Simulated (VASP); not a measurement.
C, 2 atoms in the cell. Symmetry: Fd-3m, No. 227, cubic system. The conventional cell has a = 3.406 Å, b = 3.406 Å, c = 3.406 Å, α = 90.00°, β = 90.00°, γ = 90.00°. C (site symmetry -43m) has 4 C at 1.47 Å within 2.0 Å. 

| Property | Result |
| --- | --- |
| Program | VASP 6.6.1 |
| Task | single point |
| Functional | PBEsol |
| Potentials or basis | VASP PAW PBE potentials, release 64 (C) |
| Cutoff | 520 eV |
| k mesh | 20 × 20 × 20 |
| Occupations | fermi-dirac, width 0.1 eV |
| Spin | no spin polarisation |
| Dipole correction | no |
| Further INCAR settings | ALGO = Normal; EDIFF = 1e-06; NBANDS = 11 |

Potentials or basis: VASP PAW PBE potentials, release 64 (C).

The run is started by

```sh
$ cat potpaw_PBE.64/C/POTCAR > POTCAR
$ mpirun -np 1 vasp_std > vasp.out
```

Hardware: 1 thread of Intel(R) Xeon(R) Platinum 8259CL CPU @ 2.50GHz (Skylake/Cascade Lake), on a shared host.

Task: How long does it take, and how much memory?

Result: Wall time 21 s on 1 thread of Intel(R) Xeon(R) Platinum 8259CL CPU @ 2.50GHz (Skylake/Cascade Lake), on a shared host, peak memory 0.13 GiB. Counts: scf iterations 11, k points 256.
